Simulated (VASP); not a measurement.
Set up this calculation in VASP 6.6.1, as the native input.

```
Task                   : single point
Functional             : PBE
Potentials or basis    : VASP PAW PBE potentials, release 64 (Ni_sv_GW, O)
Cutoff                 : 600 eV
k mesh                 : 7 × 7 × 7
Occupations            : fermi-dirac, width 0.05 eV
Spin                   : collinear spin, ferromagnetic start
Starting moments       : [1.0, 0.0] μB
Dipole correction      : no
Second run             : valence_matched
Further INCAR settings : ALGO = Normal; EDIFF = 1e-06; NBANDS = 23
```

The structure of NiO lies in POSCAR:

```
NiO
1.0
    0.0000000000      2.2406300000      2.2406300000
    2.2406300000      0.0000000000      2.2406300000
    2.2406300000      2.2406300000      0.0000000000
Ni O
1 1
Direct
    0.0000000000      0.0000000000      0.0000000000
    0.7500000000      0.7500000000      0.7500000000
```

One way to write it, as run:

INCAR

```
PREC = Accurate ; ENCUT = 600
EDIFF = 1E-6 ; ISMEAR = -1
SIGMA = 0.05 ; LREAL = F
LASPH = T ; NELM = 200
ALGO = Normal ; ISIF = 2
LWAVE = F ; LCHARG = T
ISPIN = 2 ; MAGMOM = 1 0
LORBIT = 11 ; LMAXMIX = 4
GGA = PE ; LELF = T
LVHAR = T ; NBANDS = 23
GGA_COMPAT = F
```

KPOINTS

```
Automatic mesh
0
Gamma
  7 7 7
```

Potentials or basis: VASP PAW PBE potentials, release 64 (Ni_sv_GW, O).

The run is started by

```console
$ cat potpaw_PBE.64/Ni_sv_GW/POTCAR potpaw_PBE.64/O/POTCAR > POTCAR
$ mpirun -np 1 vasp_std > vasp.out
```

Results of the run:

The pressure is -1.8 GPa, the net moment is 1.90 μB per cell and the site moments are Ni +1.50; O +0.35 μB. The valence electrons inside the program's atomic spheres are Ni 16.21; O 4.97.

Caveat: a cell with one magnetic atom can't hold antiferromagnetic order, which such compounds often take.

It took 31 s on 1 thread of Intel(R) Xeon(R) 6975P-C (Granite Rapids), on a shared host, peak memory 0.19 GiB.
